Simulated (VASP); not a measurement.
Write the native input for VASP 6.6.1 that does the following.

```yaml
Task: single point
Functional: PBE
Potentials_or_basis: VASP PAW PBE potentials, release 64 (Zr_sv, Al, N)
Cutoff: 520 eV
k_mesh: 4 × 4 × 4
Occupations: gaussian, width 0.1 eV
Spin: no spin polarisation
Dipole_correction: no
Further_INCAR_settings: ALGO = Normal; EDIFF = 1e-06; NBANDS = 40
```

The structure of Zr3AlN4 lies in POSCAR:

```
Zr3AlN4
1.0
    4.8444523774      0.0000000000      0.0000000000
    0.0000000000      4.8444523774      0.0000000000
    0.0000000000      0.0000000000      4.8444523774
Zr Al N
3 1 4
Direct
    0.0000000000      0.5000000000      0.5000000000
    0.5000000000      0.0000000000      0.5000000000
    0.5000000000      0.5000000000      0.0000000000
    0.0000000000      0.0000000000      0.0000000000
    0.2325860699      0.2325860699      0.7674139301
    0.2325860699      0.7674139301      0.2325860699
    0.7674139301      0.2325860699      0.2325860699
    0.7674139301      0.7674139301      0.7674139301
```

One way to write it, as run:

INCAR

```
SYSTEM = Zr3AlN4
ALGO     = Normal         ! electronic algorithm
EDIFF    = 1E-6           ! SCF threshold, eV
ENCUT    = 520            ! plane-wave cutoff, eV
GGA      = PE             ! functional
ISIF     = 2              ! what is computed and relaxed
ISMEAR   = 0              ! smearing method
LASPH    = .TRUE.         ! aspherical terms in the spheres
LCHARG   = .FALSE.        ! write CHGCAR
LREAL    = .FALSE.        ! projectors in reciprocal space
LWAVE    = .FALSE.        ! write WAVECAR
NBANDS   = 40             ! bands
NELM     = 80             ! most SCF steps
PREC     = Accurate       ! precision mode
SIGMA    = 0.1            ! smearing width, eV
```

KPOINTS

```
k-points
0
G
  4 4 4
  0 0 0
```

Potentials or basis: VASP PAW PBE potentials, release 64 (Zr_sv, Al, N).

Run with:

```sh
$ cat potpaw_PBE.64/Zr_sv/POTCAR potpaw_PBE.64/Al/POTCAR potpaw_PBE.64/N/POTCAR > POTCAR
$ mpirun -np 1 vasp_std > vasp.out
```

Results of the run:

```json
{"Pressure": "0.1 GPa", "Largest force": "0.033 eV/Å", "Band gap on the k mesh": "zero (an odd number of electrons rules out a gap without spin polarisation)"}
```

It took 27 s on 1 thread of Intel(R) Xeon(R) 6975P-C (Granite Rapids), on a shared host, peak memory 0.21 GiB.
